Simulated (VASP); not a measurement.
Set up this calculation in VASP 6.6.1, as the native input.

* Task: single point
* Functional: PBE
* Dispersion: D3(BJ)
* Potentials or basis: VASP PAW PBE potentials, release 64 (Sn_d, Se)
* Cutoff: 520 eV
* k mesh: 8 × 8 × 6
* Occupations: gaussian, width 0.03 eV
* Spin: no spin polarisation
* Dipole correction: no
* Further INCAR settings: ALGO = Normal; EDIFF = 1e-06; NBANDS = 28

The structure of SnSe lies in POSCAR:

```
SnSe
1.0
    4.1516000000      0.0000000000      0.0000000000
    0.0000000000      4.1516000000      0.0000000000
    0.0000000000      0.0000000000      5.1113000000
Sn Se
2 2
Direct
    0.5000000000      0.0000000000      0.2500887432
    0.0000000000      0.5000000000      0.7499112568
    0.5000000000      0.0000000000      0.7499352227
    0.0000000000      0.5000000000      0.2500647773
```

These files were run (other wordings do the same):

INCAR

```
SYSTEM = SnSe
PREC     = Accurate       ! precision mode
ENCUT    = 520            ! plane-wave cutoff, eV
EDIFF    = 1E-6           ! SCF threshold, eV
ISMEAR   = 0              ! smearing method
SIGMA    = 0.03           ! smearing width, eV
LREAL    = .False.        ! projectors in reciprocal space
LASPH    = .True.         ! aspherical terms in the spheres
NELM     = 60             ! most SCF steps
ALGO     = Normal         ! electronic algorithm
ISIF     = 2              ! what is computed and relaxed
LWAVE    = .False.        ! write WAVECAR
LCHARG   = .False.        ! write CHGCAR
GGA      = PE             ! functional
IVDW     = 12             ! dispersion correction
NBANDS   = 28             ! bands
```

KPOINTS

```
regular mesh
0
Gamma
  8 8 6
  0 0 0
```

Potentials or basis: VASP PAW PBE potentials, release 64 (Sn_d, Se).

Command:

```console
$ cat potpaw_PBE.64/Sn_d/POTCAR potpaw_PBE.64/Se/POTCAR > POTCAR
$ mpirun -np 1 vasp_std > vasp.out
```

It gave:

```yaml
Pressure: 19.1 GPa
Largest_force: 0.011 eV/Å
Band_gap_on_the_k_mesh: zero (bands 20 and 21 overlap by 0.32 eV)
Dispersion_energy_per_atom: -0.440 eV
```

Caveat: the cell stands under pressure; semilocal functionals underestimate gaps, so a narrow gap can read as zero; spin-orbit coupling is left out, which moves the levels of the heavy elements.

Run time: 39 s on 1 thread of Intel(R) Xeon(R) Platinum 8559C (Emerald Rapids), with other jobs on the host, peak memory 0.27 GiB.
